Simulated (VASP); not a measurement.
# Sb (Fd-3m) in VASP: further runs

Runs on Sb. Level: BLYP. Tasks: single point.

Program: VASP 6.6.1. These are calculated values, not measurements. Logs are shortened: lines on timing, memory, paths and dates and some standing lists are left out, and cuts for length are marked.

### Step 1. The cell of the first run

It takes space group Fd-3m (No. 227, cubic). Conventional cell: a = 6.862 Å, b = 6.862 Å, c = 6.862 Å, α = 90.00°, β = 90.00°, γ = 90.00°. Sb (site symmetry -43m) has 4 Sb at 2.97 Å within 3.9 Å.

### Step 2. Single point, BLYP (volume scaled by 0.88)

Contents of INCAR:

```
  PREC = Accurate
  ENCUT = 520
  EDIFF = 1E-7
  ISMEAR = -1
  SIGMA = 0.1
  LREAL = False
  LASPH = True
  NELM = 60
  ALGO = Normal
  ISIF = 2
  LWAVE = False
  LCHARG = False
  GGA = B5
  ALDAX = 1.0
  AGGAX = 1.0
  AGGAC = 1.0
  ALDAC = 0.0
  NBANDS = 12
```

Contents of KPOINTS:

```
Automatic mesh
0
Gamma
  9 9 9
```

Contents of POSCAR:

```
Sb
1.0
    0.0000000000      3.4308649607      3.4308649607
    3.4308649607      0.0000000000      3.4308649607
    3.4308649607      3.4308649607      0.0000000000
Sb
2
Direct
    0.1250000000      0.1250000000      0.1250000000
    0.8750000000      0.8750000000      0.8750000000
```

Potentials or basis: VASP PAW PBE potentials, release 64 (Sb).

Started as:

```sh
$ cat potpaw_PBE.64/Sb/POTCAR > POTCAR
$ mpirun -np 1 vasp_std > vasp.out
```

OUTCAR:

```text
PREC = Accurate
   ENCUT = 520
   EDIFF = 1E-7
   ISMEAR = -1
   LREAL = False
   LASPH = True
   NELM = 60
   ISIF = 2
   GGA = B5

 ion  position               nearest neighbor table
   1  0.125  0.125  0.125-   2 2.97   2 2.97   2 2.97   2 2.97
   2  0.875  0.875  0.875-   1 2.97   1 2.97   1 2.97   1 2.97

  LATTYP: Found a face centered cubic cell.
 ALAT       =     6.8617299214

  Lattice vectors:

 A1 = (   0.0000000000,   3.4308649607,   3.4308649607)
 A2 = (   3.4308649607,   0.0000000000,   3.4308649607)
 A3 = (   3.4308649607,   3.4308649607,   0.0000000000)

Analysis of symmetry for initial positions (statically):
=====================================================================
 Subroutine PRICEL returns:
 Original cell was already a primitive cell.

 Routine SETGRP: Setting up the symmetry group for a
 face centered cubic supercell.

 Subroutine GETGRP returns: Found 48 space group operations
 (whereof 12 operations were pure point group operations)
 out of a pool of 48 trial point group operations.

The static configuration has the point symmetry D_3d.
 The point group associated with its full space group is O_h .

Analysis of symmetry for dynamics (positions and initial velocities):
=====================================================================
 Subroutine PRICEL returns:
 Original cell was already a primitive cell.

 Routine SETGRP: Setting up the symmetry group for a
 face centered cubic supercell.

 Subroutine GETGRP returns: Found 48 space group operations
 (whereof 12 operations were pure point group operations)
 out of a pool of 48 trial point group operations.

The dynamic configuration has the point symmetry D_3d.
 The point group associated with its full space group is O_h .

 Subroutine INISYM returns: Found 48 space group operations
 (whereof 12 operations are pure point group operations),
 and found     1 'primitive' translations

----------------------------------------------------------------------------------------

                                     Primitive cell

  volume of cell :      80.7683

  direct lattice vectors                    reciprocal lattice vectors
     0.000000000  3.430864961  3.430864961    -0.145735844  0.145735844  0.145735844
     3.430864961  0.000000000  3.430864961     0.145735844 -0.145735844  0.145735844
     3.430864961  3.430864961  0.000000000     0.145735844  0.145735844 -0.145735844

[... 85 lines left out ...]
   EDIFFG = 0.1E-05   stopping-criterion for IOM
   NSW    =      0    number of steps for IOM
   IBRION =     -1    ionic relax: 0-MD 1-quasi-New 2-CG
   NFREE  =      0    steps in history (QN), initial steepest desc. (CG)
   ISIF   =      2    stress and relaxation
   ISYM   =      2    0-nonsym 1-usesym 2-fastsym
   POTIM  = 0.5000    time-step for ionic-motion
   TEBEG  =    0.0;   TEEND  =   0.0 temperature during run
   PSTRESS=    0.0 pullay stress
   NELECT =      10.0000    total number of electrons
   NUPDOWN=      -1.0000    fix difference up-down
   EMIN   =  10.00;   EMAX   =-10.00  energy-range for DOS
   EFERMI =   0.00;   METHOD = LEGACY
   ISMEAR =    -1;   SIGMA  =   0.10  broadening in eV -4-tet -1-fermi 0-gaus
   EFERMI_NEDOS =   21; number of points for ismear=-14 and -15
   IALGO  =     38    algorithm
   IMIX   =      4    mixing-type and parameters
     AMIX     =   0.40;   BMIX     =  1.00
     AMIX_MAG =   1.60;   BMIX_MAG =  1.00
  volume/ion in A,a.u.               =      40.38       272.53
  Fermi-wavevector in a.u.,A,eV,Ry     =   0.815946  1.541914  9.058313  0.665767
  Thomas-Fermi vector in A             =   1.926125
   LORBIT       =      0    0 simple, 1 ext, 2 COOP (PROOUT), +10 PAW based schemes
   GGA     = B5    functional components
   LHFCALC =     F    Hartree Fock is set to
   AEXX    =    0.0000 exact exchange contribution
   IVDW    =     0    specifies the selected vdW correction
   LEPSILON=     F    determine dielectric tensor
   LRPA    =     F    only Hartree local field effects (RPA)
 non-spin polarized calculation
  energy-cutoff  :      520.00
  volume of cell :       80.77
 maximum number of plane-waves:      2188
   NGX = 17   NGY = 17   NGZ = 17

 number of electron      10.0000000 magnetization

 number of electron       9.9999999 magnetization

 Free energy of the ion-electron system (eV)
  ---------------------------------------------------
  ext. energy  EPLUGINS =         0.00000000
  ---------------------------------------------------
  free energy    TOTEN  =        -6.40853533 eV

  energy without entropy =       -6.35776144  energy(sigma->0) =       -6.38314838

 E-fermi :   4.8068     XC(G=0):  -7.5026

 val. band max:        4.7951286568   @ k =  -0.4444   0.4444   0.1111
 cond. band min:       4.8126698881   @ k =   0.4444   0.3333   0.0000
 fundamental gap:      0.0175412313
 Fermi energy:         4.8068122424

 k-point     1 :       0.0000    0.0000    0.0000
  band No.  band energies     occupation
      1      -6.9617      2.00000
      2      -0.4238      2.00000
      3       2.9788      2.00000
      4       2.9788      2.00000
      5       2.9788      2.00000
      6       5.2979      0.01463
      7       5.2979      0.01463
      8       5.2979      0.01463
      9       9.0103      0.00000
     10      11.3017      0.00000
     11      11.3017      0.00000
     12      12.4996      0.00000
[... 331 lines left out ...]
 k-point    24 :       0.4444    0.4444    0.0000
  band No.  band energies     occupation
      1      -5.1358      2.00000
      2      -4.1888      2.00000
      3       1.3022      2.00000
      4       1.3022      2.00000
      5       4.2880      1.98890
      6       4.4393      1.95056
      7       8.9763      0.00000
      8       8.9763      0.00000
      9      10.5871      0.00000
     10      11.9045      0.00000
     11      13.3704      0.00000
     12      13.4321      0.00000

 [... further k-points ...]
[... 5 lines left out ...]
  --------------------------------------------------------------------------------------
  -------------------------------------------------------------------------------------
  Total        2.3514699      2.3514699      2.3514699      0.0000000      0.0000000     -0.0000000
  in kB       46.6454332     46.6454332     46.6454332      0.0000000      0.0000000     -0.0000000
  external PRESSURE =      46.6454332 kB  Pullay stress =       0.0000000 kB

 VOLUME and BASIS-vectors are now :
 -----------------------------------------------------------------------------
  energy-cutoff  :      520.00
  volume of cell :       80.77
      direct lattice vectors                 reciprocal lattice vectors
     0.000000000  3.430864961  3.430864961    -0.145735844  0.145735844  0.145735844
     3.430864961  0.000000000  3.430864961     0.145735844 -0.145735844  0.145735844
     3.430864961  3.430864961  0.000000000     0.145735844  0.145735844 -0.145735844

 POSITION                                       TOTAL-FORCE (eV/Angst)
 -----------------------------------------------------------------------------------
      0.85772      0.85772      0.85772         0.000000      0.000000      0.000000
      6.00401      6.00401      6.00401        -0.000000     -0.000000     -0.000000
 -----------------------------------------------------------------------------------
    total drift:                               -0.000000      0.000000      0.000000

  FREE ENERGIE OF THE ION-ELECTRON SYSTEM (eV)
  ---------------------------------------------------
  free  energy   TOTEN  =        -6.4085353253 eV

  energy  without entropy=       -6.3577614424  energy(sigma->0) =       -6.38314838
```

Wall time 58 s (1 thread of AMD EPYC 7R13, shared host); peak memory 0.18 GiB.

Results:

```
Free energy            : -6.4085 eV
Pressure               : 4.7 GPa
Band gap on the k mesh : zero (band 5 reaches 5.29 eV, above the bottom of band 6 at 4.44 eV)
```

Caveat: the PAW data sets were made with another functional, which shifts forces and pressure a little; spin-orbit coupling is left out, which moves the levels of the heavy elements.

### Step 3. Single point, BLYP (volume scaled by 0.92)

Contents of INCAR:

```
SYSTEM = Sb
  PREC = Accurate
  ENCUT = 520
  EDIFF = 1E-6
  ISMEAR = -1
  SIGMA = 0.1
  LREAL = .False.
  LASPH = .True.
  NELM = 100
  ALGO = Normal
  ISIF = 2
  LWAVE = .False.
  LCHARG = .False.
  GGA = B5
  ALDAX = 1.0
  AGGAX = 1.0
  AGGAC = 1.0
  ALDAC = 0.0
  NBANDS = 12
```

Contents of KPOINTS:

```
Automatic mesh
0
Gamma
  9 9 9
  0 0 0
```

Contents of POSCAR:

```
Sb
1.0
    0.0000000000      3.4820794509      3.4820794509
    3.4820794509      0.0000000000      3.4820794509
    3.4820794509      3.4820794509      0.0000000000
Sb
2
Direct
    0.1250000000      0.1250000000      0.1250000000
    0.8750000000      0.8750000000      0.8750000000
```

Potentials or basis: VASP PAW PBE potentials, release 64 (Sb).

Started as:

```sh
$ cat potpaw_PBE.64/Sb/POTCAR > POTCAR
$ mpirun -np 1 vasp_std > vasp.out
```

Wall time 84 s (1 thread of AMD EPYC 7R13, shared host); peak memory 0.21 GiB.

The run converged. Its results:

```
Free energy            : -6.4937 eV
Pressure               : 2.8 GPa
Band gap on the k mesh : zero (band 5 reaches 4.80 eV, above the bottom of band 6 at 4.05 eV)
```

Levels at points of the mesh, in eV from the Fermi level:
| k point | band 1 | band 2 | band 3 | band 4 | band 5 | band 6 | band 7 | band 8 | band 9 | band 10 |
| --- | --- | --- | --- | --- | --- | --- | --- | --- | --- | --- |
| (0.00, 0.00, 0.00) | -11.50 | -5.43 | -1.75 | -1.75 | -1.75 | 0.52 | 0.52 | 0.52 | 4.20 | 6.48 |

Caveat: the PAW data sets were made with another functional, which shifts forces and pressure a little; spin-orbit coupling is left out, which moves the levels of the heavy elements.

(Continued in part 2 of 2.)
